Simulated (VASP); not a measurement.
Rb, 1 atom in the cell. It takes space group Fm-3m (No. 225, cubic). Conventional cell: a = 7.280 Å, b = 7.280 Å, c = 7.280 Å, α = 90.00°, β = 90.00°, γ = 90.00°. This isn't the form of Rb at room conditions, which is bcc.

```yaml
Program: VASP 6.6.1
Task: single point
Functional: BLYP
Potentials_or_basis: VASP PAW PBE potentials, release 64 (Rb_sv)
Cutoff: 500 eV
k_mesh: 4 × 4 × 4
Occupations: tetrahedron
Spin: no spin polarisation
Dipole_correction: no
Further_INCAR_settings: ALGO = Normal; EDIFF = 1e-06; NBANDS = 10
```

Potentials or basis: VASP PAW PBE potentials, release 64 (Rb_sv).

Launch:

```sh
$ cat potpaw_PBE.64/Rb_sv/POTCAR > POTCAR
$ mpirun -np 1 vasp_std > vasp.out
```

Hardware: 1 thread of Intel(R) Xeon(R) Platinum 8481C CPU @ 2.70GHz (Sapphire Rapids), with other jobs on the host.

**Question.** How long does it take, and how much memory?

**Answer.** Wall time 16 s on 1 thread of Intel(R) Xeon(R) Platinum 8481C CPU @ 2.70GHz (Sapphire Rapids), on a shared host, peak memory 0.23 GiB. Counts: scf iterations 15, k points 8.
